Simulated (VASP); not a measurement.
Crystal: SiO2.

```
Si O
1.0
    -4.46962    4.46962    4.46962
     4.46962   -4.46962    4.46962
     4.46962    4.46962   -4.46962
Si O
6 12
Cartesian
  2.2348 4.4696 0.0000
  2.2348 0.0000 4.4696
  4.4696 0.0000 2.2348
  0.0000 4.4696 2.2348
  4.4696 2.2348 0.0000
  0.0000 2.2348 4.4696
  1.3183 4.4696 -1.3183
  1.3183 1.3183 4.4696
  1.3183 -1.3183 4.4696
  3.1513 0.0000 3.1513
  1.3183 4.4696 1.3183
  4.4696 1.3183 -1.3183
  0.0000 3.1513 3.1513
  -1.3183 1.3183 4.4696
  4.4696 -1.3183 1.3183
  4.4696 1.3183 1.3183
  3.1513 3.1513 0.0000
  -1.3183 4.4696 1.3183
```

Base run:

| Item | Value |
| --- | --- |
| Program | VASP 6.6.1 |
| Functional | PBE |
| Potentials or basis | VASP PAW PBE potentials, release 64 (Si, O) |
| Cutoff | 520 eV |
| k mesh | 4 × 4 × 4 |
| Occupations | fermi-dirac, width 0.02 eV |
| Spin | no spin polarisation |

Its results: band gap on the k mesh 5.51 eV; pressure 3.2 GPa; largest force 0.214 eV/Å.

Task: The run is repeated on the same cell with these changes: functional from PBE to r2SCAN. What comes out?

Result: Band gap on the k mesh 6.24 eV; pressure 0.2 GPa; largest force 0.017 eV/Å.

Caveats: the cell stands under pressure (at least some runs); the PAW data sets were made with another functional, which shifts forces and pressure a little (at least some runs).

A k mesh can miss the band edges.
